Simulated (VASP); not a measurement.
The system is Ta2H3.

```
Ta H
1.0
     2.55362    1.47433    4.64797
    -2.55362    1.47433    4.64797
     0.00000   -2.94866    4.64797
Ta H
4 6
Direct
  0.85218 0.85218 0.85218
  0.64782 0.64782 0.64782
  0.14782 0.14782 0.14782
  0.35218 0.35218 0.35218
  0.05625 0.44375 0.75000
  0.75000 0.05625 0.44375
  0.44375 0.75000 0.05625
  0.94375 0.55625 0.25000
  0.25000 0.94375 0.55625
  0.55625 0.25000 0.94375
```

* Program: VASP 6.6.1
* Task: relaxation of cell and atoms
* Functional: PBE
* Potentials or basis: VASP PAW PBE potentials, release 64 (Ta_pv, H)
* Cutoff: 600 eV
* k mesh: 6 × 6 × 6
* Occupations: gaussian, width 0.1 eV
* Spin: no spin polarisation

At the start: pressure -14.2 GPa; volume 10.50 Å³/atom.

Q: Where does the relaxation end?

A: Over 20 steps the energy falls by 184.6 meV/atom and the volume is 8.74 Å³/atom (-16.7 %); space group R-3c (No. 167, to 0.1 Å) before and after.

Step by step:
```csv
step,energy change (eV),largest force (eV/Å),pressure (GPa),volume (Å³)
1,0.0000,0.4138,-14.20,104.99
2,-0.4427,1.5027,8.27,91.46
3,-0.5440,0.8210,0.28,95.18
4,-0.7241,0.8025,0.53,93.79
5,-1.2443,0.6282,2.57,89.62
6,-1.2242,1.0112,18.41,81.16
7,-1.4760,0.7503,5.78,86.96
8,-1.5862,0.3892,10.33,84.07
9,-1.6971,0.3153,6.04,85.33
10,-1.7105,0.2965,4.46,85.88
11,-1.7540,0.2621,2.28,86.79
12,-1.7780,0.2251,-2.61,89.10
13,-1.7820,0.2351,-1.47,88.52
14,-1.7947,0.2164,-0.89,88.26
15,-1.8170,0.1663,0.95,87.47
16,-1.8192,0.2113,1.81,87.11
17,-1.8305,0.1798,0.85,87.48
18,-1.8385,0.1289,-0.81,88.13
19,-1.8431,0.0954,-0.38,87.87
20,-1.8463,0.0278,0.39,87.45
```

Final structure:
```
CELL_PARAMETERS angstrom
2.50479 1.44614 4.02361
-2.50479 1.44614 4.02361
0.00000 -2.89228 4.02361
ATOMIC_POSITIONS crystal
Ta 0.87478 0.87478 0.87478
Ta 0.62522 0.62522 0.62522
Ta 0.12522 0.12522 0.12522
Ta 0.37478 0.37478 0.37478
H 0.00595 0.49405 0.75000
H 0.75000 0.00595 0.49405
H 0.49405 0.75000 0.00595
H 0.99405 0.50595 0.25000
H 0.25000 0.99405 0.50595
H 0.50595 0.25000 0.99405
```

Caveat: the volume moved by over 15 % at a fixed basis, so the end points are rough.
